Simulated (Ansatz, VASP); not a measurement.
**PbS in VASP and in Ansatz**

The input INCAR:

```
PREC = Accurate
ENCUT = 520
EDIFF = 1E-6
ISMEAR = -1
SIGMA = 0.02
LREAL = False
LASPH = True
NELM = 100
ALGO = Normal
ISIF = 2
LWAVE = False
LCHARG = False
GGA = PE
NBANDS = 17
```

File KPOINTS:

```
Automatic mesh
0
Gamma
  8 8 8
```

File POSCAR:

```
PbS
1.0
    0.0000000000      2.8976156959      2.8976156959
    2.8976156959      0.0000000000      2.8976156959
    2.8976156959      2.8976156959      0.0000000000
Pb S
1 1
Direct
    0.0000000000      0.0000000000      0.0000000000
    0.5000000000      0.5000000000      0.5000000000
```

Input for Ansatz:

```yaml
crystal:
  lattice:
    - [0.0, 2.8976156959, 2.8976156959]
    - [2.8976156959, 0.0, 2.8976156959]
    - [2.8976156959, 2.8976156959, 0.0]
  atoms:
    - { symbol: Pb, position: [0.0, 0.0, 0.0] }
    - { symbol: S, position: [0.5, 0.5, 0.5] }
kpoints:
  mp_grid: { grid: [8, 8, 8] }
  band_path:
    path:
      - [0.0, 0.0, 0.0]
      - [0.5, 0.0, 0.5]
      - [0.625, 0.25, 0.625]
      - [0.375, 0.375, 0.75]
      - [0.5, 0.5, 0.5]
      - [0.5, 0.25, 0.75]
      - [0.0, 0.0, 0.5]
    npoints: 1
hamiltonian:
  xc: pbe
scf:
  occupations: { method: fermi_dirac, width: 0.02 }
  n_extra_bands: 4
output:
  forces: true
  stress: true
  eigenvalues: true
```

Change from the starting cell: hydrostatic strain -3.0%.

Alike in both runs: task single point; functional PBE; k mesh 8 × 8 × 8; occupations fermi-dirac, width 0.02 eV; no spin polarisation.

|  | VASP | Ansatz |
| --- | --- | --- |
| version | VASP 6.6.1 | Ansatz 0.2.0 |
| potentials or method | VASP PAW PBE potentials, release 64 (Pb_d, S) | plane waves, PAW |
| plane-wave cutoff (eV) | 520 | 420 |
| valence electrons in the cell | 20 | 20 |

VASP gave:

* pressure (GPa): 7.1

**Question.** Estimate Ansatz's values.

**Answer.** Pressure (GPa): 7.2.

The functional is the same, so the differences come from potentials, cutoffs and numerics.

Neither program's run includes spin-orbit coupling.
